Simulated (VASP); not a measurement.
Runs of VASP 6.6.1 on InP. The structure is that of space group F-43m (No. 216), or close to it. The cells are those of the table. 

```tsv
cell	gap on the mesh (eV)	pressure (GPa)
a = 3.859 Å, angles 60.0°, 2 atoms	1.19	24.6
a = 4.144 Å, angles 60.0°, 2 atoms	0.62	0.6
a = 4.211 Å, angles 60.0°, 2 atoms	0.36	(b)
a = 4.150 Å, angles 60.0°, 2 atoms	0.59	0.3
a = 4.101 Å, angles 60.0°, 2 atoms	0.79	3.0
a = 4.043 Å, angles 60.0°, 2 atoms	1.01	6.7
a = 3.983 Å, angles 60.0°, 2 atoms	1.24	11.4
a = 4.157 Å, angles 60.0°, 2 atoms	0.57	0.0
a = 3.922 Å, angles 60.0°, 2 atoms	1.30	(a)
```

Alike in all rows: task single point; level PBEsol; potentials or basis VASP PAW PBE potentials, release 64 (In_d, P); no spin polarisation; k mesh 14 × 14 × 14; cutoff (eV) 520; smearing gaussian 0.05 eV.

Problem. Fill in the values left out.

Solution. (a) 17.2; (b) -2.4.

Caveats: the PAW data sets were made with another functional, which shifts forces and pressure a little; spin-orbit coupling is left out, which moves the levels of the heavy elements.

A k mesh can miss the band edges, and the runs leave out spin-orbit coupling on In.
